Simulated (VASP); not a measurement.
A run of VASP 6.6.1:

Contents of INCAR:

```
SYSTEM = Hf
  ALGO = Normal
  EDIFF = 1E-7
  ENCUT = 520
  GGA = PS
  ISIF = 2
  ISMEAR = 0
  LASPH = .TRUE.
  LCHARG = .FALSE.
  LREAL = .FALSE.
  LWAVE = .FALSE.
  NBANDS = 11
  NELM = 100
  PREC = Accurate
  SIGMA = 0.15
```

The input KPOINTS:

```
k-points
0
G
  18 18 18
  0 0 0
```

POSCAR

```
Hf
1.0
   -1.7147500000      1.7147500000      1.8501250000
    1.7147500000     -1.7147500000      1.8501250000
    1.7147500000      1.7147500000     -1.8501250000
Hf
1
Direct
    0.0000000000      0.0000000000      0.0000000000
```

Potentials or basis: VASP PAW PBE potentials, release 64 (Hf_pv).

Launch:

```console
$ cat potpaw_PBE.64/Hf_pv/POTCAR > POTCAR
$ mpirun -np 1 vasp_std > vasp.out
```

Hardware: 1 thread of Intel(R) Xeon(R) 6975P-C (Granite Rapids), on a shared host.

Question: Estimate the wall time of this run.

Answer: It took 38 s on 1 thread of Intel(R) Xeon(R) 6975P-C (Granite Rapids), with other jobs on the host, peak memory 0.23 GiB. Counts: scf iterations 12, k points 480.
